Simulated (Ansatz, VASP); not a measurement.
## Two plane-wave programs on Hf

INCAR

```
SYSTEM = Hf
PREC = Accurate
ENCUT = 520
EDIFF = 1E-6
ISMEAR = 0
SIGMA = 0.15
LREAL = .False.
LASPH = .True.
NELM = 100
ALGO = Fast
ISIF = 2
LWAVE = .False.
LCHARG = .True.
LELF = .True.
LVHAR = .True.
NBANDS = 11
```

KPOINTS

```
Automatic mesh
0
Gamma
  18 18 18
  0 0 0
```

The input POSCAR:

```
Hf
1.0
    0.0000000000      2.3724336746      1.8529528837
    2.3144471490      0.0000000000      1.8529528837
    2.3144471490      2.3724336746      0.0000000000
Hf
1
Direct
    0.0000000000      0.0000000000      0.0000000000
```

Input for Ansatz:

```yaml
crystal:
  lattice:
    - [0.0, 2.3724336746, 1.8529528837]
    - [2.314447149, 0.0, 1.8529528837]
    - [2.314447149, 2.3724336746, 0.0]
  atoms:
    - { symbol: Hf, position: [0.0, 0.0, 0.0] }
basis:
  ecutwfc: 420
kpoints:
  mp_grid: { grid: [18, 18, 18] }
hamiltonian:
  xc: lda
scf:
  occupations: { method: gaussian, width: 0.15 }
output:
  forces: true
  stress: true
  eigenvalues: true
```

Change from the starting cell: strain +e along x and -e along y -0.0133, strain +e along z and -e/2 along x and y -0.1500.

Alike in both runs: task single point; functional LDA; k mesh 18 × 18 × 18; occupations gaussian, width 0.15 eV; no spin polarisation.

|  | VASP | Ansatz |
| --- | --- | --- |
| version | VASP 6.6.1 | Ansatz 0.2.0 |
| potentials or method | VASP PAW LDA potentials, release 64 (Hf_pv), cutoff 520 eV | scalar-relativistic, plane waves, PAW |
| valence electrons in the cell | 10 | 26 |

Ansatz gave:

* gap on the k mesh at the Fermi level (eV): none
* pressure (GPa): 0.9
* traceless stress, the component that is largest in VASP (GPa): 1.77

Question: Which values does VASP return?

Answer: gap on the k mesh at the Fermi level (eV): none; pressure (GPa): 1.0; traceless stress, the component that is largest in VASP (GPa): 1.84.

LDA's correlation is that of Perdew and Zunger in VASP and of Perdew and Wang (1992) in Ansatz. A gap of «none» marks a metal or a gap that the smearing closes. VASP's potentials hold 10 valence electrons a cell and Ansatz's 26, so a difference there can come from the potentials and not from the codes.

Neither program's run includes spin-orbit coupling.
